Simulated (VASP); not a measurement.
A run of VASP 6.6.1 is set up as follows.

Contents of INCAR:

```
SYSTEM = CaBi3
  ALGO = Normal
  EDIFF = 1E-6
  ENCUT = 520
  GGA = CA
  ISIF = 2
  ISMEAR = -1
  LASPH = .TRUE.
  LCHARG = .FALSE.
  LREAL = .FALSE.
  LWAVE = .FALSE.
  NBANDS = 36
  NELM = 80
  PREC = Accurate
  SIGMA = 0.15
```

File KPOINTS:

```
k-points
0
G
  5 5 5
  0 0 0
```

Contents of POSCAR:

```
CaBi3
1.0
    4.9720590000      0.0000000000      0.0000000000
    0.0000000000      4.9720590000      0.0000000000
    0.0000000000      0.0000000000      4.9720590000
Ca Bi
1 3
Direct
    0.5000000000      0.5000000000      0.5000000000
    0.5000000000      0.0000000000      0.0000000000
    0.0000000000      0.5000000000      0.0000000000
    0.0000000000      0.0000000000      0.5000000000
```

Potentials or basis: VASP PAW LDA potentials, release 64 (Ca_sv, Bi_d).

Command:

```bash
$ cat potpaw_LDA.64/Ca_sv/POTCAR potpaw_LDA.64/Bi_d/POTCAR > POTCAR
$ mpirun -np 1 vasp_std > vasp.out
```

(1) Predict the pressure.

(2) Estimate the band gap on the k mesh.

Results:

(1) -3.1 GPa.

(2) zero (an odd number of electrons rules out a gap without spin polarisation).

Caveat: the cell stands under tension; spin-orbit coupling is left out, which moves the levels of the heavy elements.
